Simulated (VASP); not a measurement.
Here is a VASP 6.6.1 calculation.

File POSCAR:

```
Mo
1.0
   -1.5449306216      1.5449306216      1.5449306216
    1.5449306216     -1.5449306216      1.5449306216
    1.5449306216      1.5449306216     -1.5449306216
Mo
1
Direct
    0.0000000000      0.0000000000      0.0000000000
```

The input INCAR.step1:

```
SYSTEM = Mo
PREC     = Accurate       ! precision mode
ENCUT    = 520            ! plane-wave cutoff, eV
ISMEAR   = -1             ! smearing method
SIGMA    = 0.05           ! smearing width, eV
LREAL    = .False.        ! projectors in reciprocal space
LASPH    = .True.         ! aspherical terms in the spheres
NELM     = 100            ! most SCF steps
NBANDS   = 13             ! bands
GGA      = PE             ! functional
ALGO     = Normal         ! electronic algorithm
EDIFF    = 1E-4           ! SCF threshold, eV
LWAVE    = .True.         ! write WAVECAR
LCHARG   = .False.        ! write CHGCAR
```

The input INCAR.step2:

```
SYSTEM = Mo
PREC     = Accurate       ! precision mode
ENCUT    = 520            ! plane-wave cutoff, eV
EDIFF    = 1E-6           ! SCF threshold, eV
ISMEAR   = -1             ! smearing method
SIGMA    = 0.05           ! smearing width, eV
LREAL    = .False.        ! projectors in reciprocal space
LASPH    = .True.         ! aspherical terms in the spheres
NELM     = 100            ! most SCF steps
ALGO     = Normal         ! electronic algorithm
ISIF     = 2              ! what is computed and relaxed
LWAVE    = .False.        ! write WAVECAR
LCHARG   = .False.        ! write CHGCAR
METAGGA  = R2SCAN         ! meta-GGA
LMIXTAU  = .True.       
NBANDS   = 13             ! bands
ISTART   = 1
```

The input KPOINTS:

```
regular mesh
0
Gamma
  13 13 13
  0 0 0
```

Potentials or basis: VASP PAW PBE potentials, release 64 (Mo_sv).

Launch:

```console
$ cat potpaw_PBE.64/Mo_sv/POTCAR > POTCAR
$ cp INCAR.step1 INCAR
$ mpirun -np 1 vasp_std > vasp.out
$ cp INCAR.step2 INCAR
$ mpirun -np 1 vasp_std > vasp.out
```

Estimate the pressure.

18.9 GPa.

Predict the band gap on the k mesh.

zero (band 7 reaches 17.57 eV, above the bottom of band 8 at 11.97 eV).

Caveat: the PAW data sets were made with another functional, which shifts forces and pressure a little.
